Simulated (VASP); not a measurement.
Runs of VASP 6.6.1 on ZnSe. The structure is that of space group F-43m (No. 216), or close to it. The cells are those of the table. 

| cell | pressure (GPa) | moment (μB) |
| --- | --- | --- |
| a = 3.945 Å, angles 60.0, 60.0, 90.0°, 2 atoms | (a) | 0.00 |
| a = 4.027 Å, angles 60.0, 60.0, 90.0°, 2 atoms | -1.7 | 0.00 |
| a = 3.983 Å, angles 60.0, 60.0, 90.0°, 2 atoms | 0.3 | 0.00 |
| a = 3.912 Å, angles 60.0, 60.0, 90.0°, 2 atoms | 4.3 | 0.00 |

Alike in all rows: task single point; level PBEsol; potentials or basis VASP PAW PBE potentials, release 64 (Zn, Se); spin non-collinear, zero start, SOC; k mesh 8 × 8 × 8; cutoff (eV) 520; smearing gaussian 0.01 eV.

Task: Estimate the missing entries.

Result: (a) 2.4.

Caveats: the PAW data sets were made with another functional, which shifts forces and pressure a little; the cell stands under pressure (at least some runs).
